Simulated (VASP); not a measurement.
# Si2Mo (C2/m) in VASP: single point with PBEsol

Aim: the single point of Si2Mo with PBEsol.

Everything below comes from runs of VASP 6.6.1. Logs are shortened: lines on timing, memory, paths and dates and some standing lists are left out, and cuts for length are marked.

**1. The cell of the first run**

Symmetry: C2/m, No. 12, monoclinic system. Conventional cell: a = 8.447 Å, b = 3.190 Å, c = 3.190 Å, α = 90.00°, β = 112.19°, γ = 90.00°. Within 3.3 Å of Si (site symmetry m) lie 9 Si at 2.50 to 3.19 Å and 5 Mo at 2.54 to 2.66 Å. Mo (site symmetry 2/m) has 10 Si at 2.54 to 2.66 Å and 4 Mo at 3.19 Å within 3.3 Å.

**2. Single point, PBEsol (atoms displaced along a vibrational mode)**

INCAR reads:

```
SYSTEM = Si2Mo
PREC = Accurate
ENCUT = 520
EDIFF = 1E-6
ISMEAR = 0
SIGMA = 0.15
LREAL = .FALSE.
LASPH = .TRUE.
NELM = 60
ALGO = Normal
ISIF = 2
LWAVE = .FALSE.
LCHARG = .FALSE.
GGA = PS
NBANDS = 18
```

KPOINTS reads:

```
Automatic mesh
0
G
  20 20 20
  0 0 0
```

POSCAR reads:

```
Si2Mo
1.0
   -1.5950350805      1.5950350805      3.9106920000
    1.5950350805     -1.5950350805      3.9106920000
    1.5950350805      1.5950350805     -3.9106920000
Si Mo
2 1
Direct
    0.3350596655      0.3664069384      0.0313472729
    0.6649403345      0.6335930616     -0.0313472729
    0.0000000000      0.0000000000      0.0000000000
```

Potentials or basis: VASP PAW PBE potentials, release 64 (Si, Mo_sv).

Run with:

```console
cat potpaw_PBE.64/Si/POTCAR potpaw_PBE.64/Mo_sv/POTCAR > POTCAR
mpirun -np 1 vasp_std > vasp.out
```

OUTCAR:

```text
SYSTEM = Si2Mo
   PREC = Accurate
   ENCUT = 520
   EDIFF = 1E-6
   ISMEAR = 0
   LREAL = .FALSE.
   LASPH = .TRUE.
   NELM = 60
   ISIF = 2
   GGA = PS

 ion  position               nearest neighbor table
   1  0.335  0.366  0.031-   2 2.50   2 2.50   3 2.54   3 2.54   2 2.59   3 2.62   3 2.66   3 2.66
                             2 2.75   2 2.75
   2  0.665  0.634  0.969-   1 2.50   1 2.50   3 2.54   3 2.54   1 2.59   3 2.62   3 2.66   3 2.66
                             1 2.75   1 2.75
   3  0.000  0.000  0.000-   2 2.54   1 2.54   1 2.54   2 2.54   1 2.62   2 2.62   2 2.66   2 2.66
                             1 2.66   1 2.66

  LATTYP: Found a body centered tetragonal cell.
 ALAT       =     3.1900701610
 C/A-ratio  =     2.4517905893

  Lattice vectors:

 A1 = (  -1.5950350805,   1.5950350805,   3.9106920000)
 A2 = (   1.5950350805,  -1.5950350805,   3.9106920000)
 A3 = (   1.5950350805,   1.5950350805,  -3.9106920000)

Analysis of symmetry for initial positions (statically):
=====================================================================
 Subroutine PRICEL returns:
 Original cell was already a primitive cell.

 Routine SETGRP: Setting up the symmetry group for a
 body centered tetragonal supercell.

 Subroutine GETGRP returns: Found  4 space group operations
 (whereof  4 operations were pure point group operations)
 out of a pool of 16 trial point group operations.

The static configuration has the point symmetry C_2h.

Analysis of symmetry for dynamics (positions and initial velocities):
=====================================================================
 Subroutine PRICEL returns:
 Original cell was already a primitive cell.

 Routine SETGRP: Setting up the symmetry group for a
 body centered tetragonal supercell.

 Subroutine GETGRP returns: Found  4 space group operations
 (whereof  4 operations were pure point group operations)
 out of a pool of 16 trial point group operations.

The dynamic configuration has the point symmetry C_2h.

 Subroutine INISYM returns: Found  4 space group operations
 (whereof  4 operations are pure point group operations),
 and found     1 'primitive' translations

----------------------------------------------------------------------------------------

                                     Primitive cell

  volume of cell :      39.7973

  direct lattice vectors                    reciprocal lattice vectors
    -1.595035080  1.595035080  3.910692000     0.000000000  0.313472729  0.127854610
     1.595035080 -1.595035080  3.910692000     0.313472729  0.000000000  0.127854610
     1.595035080  1.595035080 -3.910692000     0.313472729  0.313472729  0.000000000

  length of vectors
     4.514619113  4.514619113  4.514619113     0.338543872  0.338543872  0.443317385

  position of ions in fractional coordinates (direct lattice)
     0.335059665  0.366406938  0.031347273
     0.664940335  0.633593062  0.968652727
     0.000000000  0.000000000  0.000000000

  ion indices of the primitive-cell ions
   primitive index   ion index
                 1           1
                 2           2
                 3           3

----------------------------------------------------------------------------------------

 KPOINTS: Automatic mesh

Automatic generation of k-mesh.
 Grid dimensions read from file:
 generate k-points for:   20   20   20

 Generating k-lattice:

  Cartesian coordinates                     Fractional coordinates (reciprocal lattice)
     0.000000000  0.015673636  0.006392730     0.050000000  0.000000000 -0.000000000
     0.015673636  0.000000000  0.006392730     0.000000000  0.050000000 -0.000000000
     0.015673636  0.015673636  0.000000000     0.000000000  0.000000000  0.050000000

  Length of vectors
     0.016927194  0.016927194  0.022165869

  Shift w.r.t. Gamma in fractional coordinates (k-lattice)
     0.000000000  0.000000000  0.000000000

 Subroutine IBZKPT returns following result:
 ===========================================

 Found   2112 irreducible k-points:

 Following reciprocal coordinates:
            Coordinates               Weight
  0.000000  0.000000  0.000000      1.000000
  0.050000  0.000000 -0.000000      4.000000
  0.000000  0.050000 -0.000000      2.000000
  0.050000  0.000000 -0.050000      2.000000
  0.100000  0.000000 -0.000000      4.000000
  0.000000  0.100000 -0.000000      2.000000
[... 16 lines left out ...]
  0.400000  0.000000 -0.000000      4.000000
  0.000000  0.400000 -0.000000      2.000000
 [... further k-points ...]
   k-points           NKPTS =   2112   k-points in BZ     NKDIM =   2112   number of bands    NBANDS=     18
   number of dos      NEDOS =    301   number of ions     NIONS =      3
   total plane-waves  NPLWV =  46656
   dimension x,y,z NGX =    36 NGY =   36 NGZ =   36
   dimension x,y,z NGXF=    72 NGYF=   72 NGZF=   72
   ions per type =               2   1
   NGX,Y,Z   is equivalent  to a cutoff of  13.26, 13.26, 13.26 a.u.
   NGXF,Y,Z  is equivalent  to a cutoff of  26.51, 26.51, 26.51 a.u.
 SYSTEM =  Si2Mo
   PREC   = accura    normal or accurate (medium, high low for compatibility)
   ISTART =      0    job   : 0-new  1-cont  2-samecut
   ICHARG =      2    charge: 1-file 2-atom 10-const
   ISPIN  =      1    spin polarized calculation?
   LNONCOLLINEAR =      F non collinear calculations
   LSORBIT =      F    spin-orbit coupling
   LASPH  =      T    aspherical Exc in radial PAW
   ENCUT  =  520.0 eV  38.22 Ry    6.18 a.u.   8.39  8.39  8.39*2*pi/ulx,y,z
   NELM   =     60;   NELMIN=  2; NELMDL= -5     # of ELM steps
   EDIFF  = 0.1E-05   stopping-criterion for ELM
   LREAL  =      F    real-space projection
   EDIFFG = 0.1E-04   stopping-criterion for IOM
   NSW    =      0    number of steps for IOM
   IBRION =     -1    ionic relax: 0-MD 1-quasi-New 2-CG
   NFREE  =      0    steps in history (QN), initial steepest desc. (CG)
   ISIF   =      2    stress and relaxation
   ISYM   =      2    0-nonsym 1-usesym 2-fastsym
   POTIM  = 0.5000    time-step for ionic-motion
   TEBEG  =    0.0;   TEEND  =   0.0 temperature during run
   PSTRESS=    0.0 pullay stress
   NELECT =      22.0000    total number of electrons
   NUPDOWN=      -1.0000    fix difference up-down
   EMIN   =  10.00;   EMAX   =-10.00  energy-range for DOS
   EFERMI =   0.00;   METHOD = LEGACY
   ISMEAR =     0;   SIGMA  =   0.15  broadening in eV -4-tet -1-fermi 0-gaus
   EFERMI_NEDOS =   21; number of points for ismear=-14 and -15
   IALGO  =     38    algorithm
   IMIX   =      4    mixing-type and parameters
     AMIX     =   0.40;   BMIX     =  1.00
     AMIX_MAG =   1.60;   BMIX_MAG =  1.00
  volume/ion in A,a.u.               =      13.27        89.52
  Fermi-wavevector in a.u.,A,eV,Ry     =   1.343583  2.539003 24.561430  1.805214
  Thomas-Fermi vector in A             =   2.471645
   LORBIT       =      0    0 simple, 1 ext, 2 COOP (PROOUT), +10 PAW based schemes
   GGA     = PS    functional components
   LHFCALC =     F    Hartree Fock is set to
   AEXX    =    0.0000 exact exchange contribution
   IVDW    =     0    specifies the selected vdW correction
   LEPSILON=     F    determine dielectric tensor
   LRPA    =     F    only Hartree local field effects (RPA)
 non-spin polarized calculation
 Gauss-broadening in eV      SIGMA  =   0.15
  energy-cutoff  :      520.00
  volume of cell :       39.80
 maximum number of plane-waves:      1104
 NGX is ok and might be reduce to    36
   NGX = 17   NGY = 17   NGZ = 17

 number of electron      22.0000000 magnetization

 Free energy of the ion-electron system (eV)
  ---------------------------------------------------
  ext. energy  EPLUGINS =         0.00000000
  ---------------------------------------------------
  free energy    TOTEN  =       -24.96538987 eV

  energy without entropy =      -24.96259073  energy(sigma->0) =      -24.96399030

 E-fermi :  12.3483     XC(G=0): -12.5578

 val. band max:       12.3430576978   @ k =  -0.3500   0.4000  -0.4500
 cond. band min:      12.3503087955   @ k =  -0.4000  -0.4000   0.4500
 fundamental gap:      0.0072510978
 Fermi energy:        12.3482707277

 k-point     1 :       0.0000    0.0000    0.0000
  band No.  band energies     occupation
      1     -48.2708      2.00000
      2     -22.4954      2.00000
      3     -22.3836      2.00000
      4     -22.3447      2.00000
      5      -1.1863      2.00000
      6       5.8541      2.00000
[... 10 lines left out ...]
     17      17.4817      0.00000
     18      17.6472      0.00000

 k-point     2 :       0.0500    0.0000   -0.0000
  band No.  band energies     occupation
      1     -48.2704      2.00000
      2     -22.4948      2.00000
      3     -22.3903      2.00000
      4     -22.3441      2.00000
      5      -1.1401      2.00000
      6       5.8595      2.00000
[... 10 lines left out ...]
     17      17.6824      0.00000
     18      17.7958      0.00000

 k-point     3 :       0.0000    0.0500   -0.0000
  band No.  band energies     occupation
      1     -48.2704      2.00000
      2     -22.4964      2.00000
      3     -22.3829      2.00000
      4     -22.3500      2.00000
      5      -1.1398      2.00000
      6       5.8662      2.00000
[... 10 lines left out ...]
     17      17.5158      0.00000
     18      17.8649      0.00000

 k-point     4 :       0.0500    0.0000   -0.0500
  band No.  band energies     occupation
      1     -48.2704      2.00000
      2     -22.4961      2.00000
      3     -22.3829      2.00000
      4     -22.3502      2.00000
      5      -1.1410      2.00000
      6       5.8512      2.00000
[... 375 lines left out ...]
      4     -22.3632      2.00000
      5       0.8395      2.00000
      6       4.5106      2.00000
[... 10 lines left out ...]
     17      19.0444      0.00000
     18      21.2917      0.00000

 k-point    23 :       0.4000    0.0000   -0.0000
  band No.  band energies     occupation
      1     -48.2529      2.00000
      2     -22.6294      2.00000
      3     -22.4750      2.00000
      4     -22.3228      2.00000
      5       1.4810      2.00000
      6       3.9988      2.00000
[... 10 lines left out ...]
     17      19.0418      0.00000
     18      20.6309      0.00000

 k-point    24 :       0.0000    0.4000   -0.0000
  band No.  band energies     occupation
      1     -48.2530      2.00000
      2     -22.6383      2.00000
      3     -22.4284      2.00000
      4     -22.3605      2.00000
      5       1.4932      2.00000
      6       4.2061      2.00000
[... 10 lines left out ...]
     17      19.4501      0.00000
     18      20.3581      0.00000

 [... further k-points ...]

------------------------ aborting loop because EDIFF is reached ----------------------------------------

  FORCE on cell =-STRESS in cart. coord.  units (eV):
  Direction    XX          YY          ZZ          XY          YZ          ZX
  --------------------------------------------------------------------------------------
  -------------------------------------------------------------------------------------
  Total        0.2766348      0.6477867      0.3759907      0.0000000      0.0000000      0.3248795
  in kB       11.1368739     26.0788540     15.1367818      0.0000000      0.0000000     13.0791298
  external PRESSURE =      17.4508366 kB  Pullay stress =       0.0000000 kB

 VOLUME and BASIS-vectors are now :
 -----------------------------------------------------------------------------
  energy-cutoff  :      520.00
  volume of cell :       39.80
      direct lattice vectors                 reciprocal lattice vectors
    -1.595035080  1.595035080  3.910692000     0.000000000  0.313472729  0.127854610
     1.595035080 -1.595035080  3.910692000     0.313472729  0.000000000  0.127854610
     1.595035080  1.595035080 -3.910692000     0.313472729  0.313472729  0.000000000

 POSITION                                       TOTAL-FORCE (eV/Angst)
 -----------------------------------------------------------------------------------
      0.10000     -0.00000      2.62063        -1.154721      0.000000      0.086656
      1.49504      1.59504      1.29006         1.154721     -0.000000     -0.086656
      0.00000      0.00000      0.00000         0.000000      0.000000      0.000000
 -----------------------------------------------------------------------------------
    total drift:                               -0.000000     -0.000000      0.000000

  FREE ENERGIE OF THE ION-ELECTRON SYSTEM (eV)
  ---------------------------------------------------
  free  energy   TOTEN  =       -24.9653898695 eV

  energy  without entropy=      -24.9625907273  energy(sigma->0) =      -24.96399030
```

Wall time 28 min (1 thread of Intel Xeon Platinum 8124M at 3.00GHz (Skylake/Cascade Lake), shared host); peak memory 1.4 GiB.

Results:

```yaml
Free_energy: -24.9654 eV
Pressure: 1.7 GPa
Largest_force: 1.158 eV/Å
Band_gap_on_the_k_mesh: zero (bands 11 and 12 overlap by 0.89 eV)
```

Forces in eV/Å, atoms in the order of the input:
```
Si  -1.155  0.000  0.087
Si   1.155  0.000 -0.087
Mo   0.000  0.000  0.000
```

Stress tensor (GPa, compression positive):
```
1.11 0.00 1.31
0.00 2.61 0.00
1.31 0.00 1.51
```

Levels at points of the mesh, in eV from the Fermi level:
| k point | band 9 | band 10 | band 11 | band 12 | band 13 | band 14 |
| --- | --- | --- | --- | --- | --- | --- |
| (0.00, 0.00, 0.00) | -2.73 | -2.59 | 0.40 | 2.75 | 3.12 | 3.57 |
| (0.50, 0.00, 0.00) | -2.78 | -2.48 | -0.49 | 2.26 | 3.15 | 4.11 |
| (0.00, 0.50, 0.00) | -2.71 | -2.51 | -0.56 | 2.27 | 2.39 | 4.03 |
| (0.50, 0.00, 0.50) | -2.80 | -2.57 | -0.50 | 2.29 | 3.84 | 3.95 |
| (0.50, 0.50, 0.00) | -4.50 | -3.09 | -1.25 | 2.32 | 2.73 | 3.15 |
| (0.50, 0.50, 0.50) | -0.70 | -0.55 | -0.53 | -0.39 | 0.56 | 4.70 |

Caveat: the cell differs from its parent crystal (atoms displaced along a vibrational mode); the PAW data sets were made with another functional, which shifts forces and pressure a little.
